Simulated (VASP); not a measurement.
Write the native input for VASP 6.6.1 that does the following.

- Task: relaxation of cell and atoms
- Functional: PBEsol
- Potentials or basis: VASP PAW PBE potentials, release 64 (Be, Te)
- Cutoff: 600 eV
- k mesh: 8 × 8 × 8
- Occupations: gaussian, width 0.01 eV
- Spin: no spin polarisation
- Target pressure: -2 GPa
- Dipole correction: no
- Further INCAR settings: ALGO = Normal; EDIFF = 1e-06; IBRION = 2; EDIFFG = -0.002; NSW = 100; ISIF = 3

The structure of BeTe lies in POSCAR:

```
BeTe
1.0
    2.8027758361      2.8027758361      0.0000000000
   -2.8027758361      2.8027758361      0.0000000000
    0.0000000000      2.8027758361      2.8027758361
Be Te
1 1
Direct
    0.0000000000      0.0000000000      0.0000000000
    0.7500000000      0.2500000000      0.5000000000
```

The input as run:

INCAR

```
PREC     = Accurate       # precision mode
ENCUT    = 600            # plane-wave cutoff, eV
EDIFF    = 1E-6           # SCF threshold, eV
ISMEAR   = 0              # smearing method
SIGMA    = 0.01           # smearing width, eV
LREAL    = F              # projectors in reciprocal space
LASPH    = T              # aspherical terms in the spheres
NELM     = 80             # most SCF steps
ALGO     = Normal         # electronic algorithm
ISIF     = 3              # what is computed and relaxed
LWAVE    = F              # write WAVECAR
LCHARG   = F              # write CHGCAR
GGA      = PS             # functional
IBRION   = 2              # ionic algorithm
NSW      = 100            # ionic steps
EDIFFG   = -0.002         # ionic threshold
PSTRESS  = -20.0
```

KPOINTS

```
Automatic mesh
0
Gamma
  8 8 8
```

Potentials or basis: VASP PAW PBE potentials, release 64 (Be, Te).

Command:

```console
$ cat potpaw_PBE.64/Be/POTCAR potpaw_PBE.64/Te/POTCAR > POTCAR
$ mpirun -np 1 vasp_std > vasp.out
```

It gave:

| Item | Value |
| --- | --- |
| Relaxed volume | 22.90 Å³/atom |
| Relaxed cell | a = 4.016 Å, b = 4.016 Å, c = 4.016 Å, α = 60.00°, β = 60.00°, γ = 90.00° |
| Space group after relaxing (to 0.05 Å) | F-43m (No. 216) |
| Energy change on relaxing (the enthalpy is what falls) | +5.1 meV/atom |
| Ionic steps | 3 |
| Pressure after relaxing | -2.0 GPa |
| Band gap on the k mesh | 1.91 eV, indirect (least direct gap 3.55 eV) |

Caveat: the cell is relaxed towards a set pressure, so the enthalpy falls and the energy may rise; the PAW data sets were made with another functional, which shifts forces and pressure a little; spin-orbit coupling is left out, which moves the levels of the heavy elements.

It took 44 s on 1 thread of Intel Xeon 8259CL (shared host), peak memory 0.19 GiB.
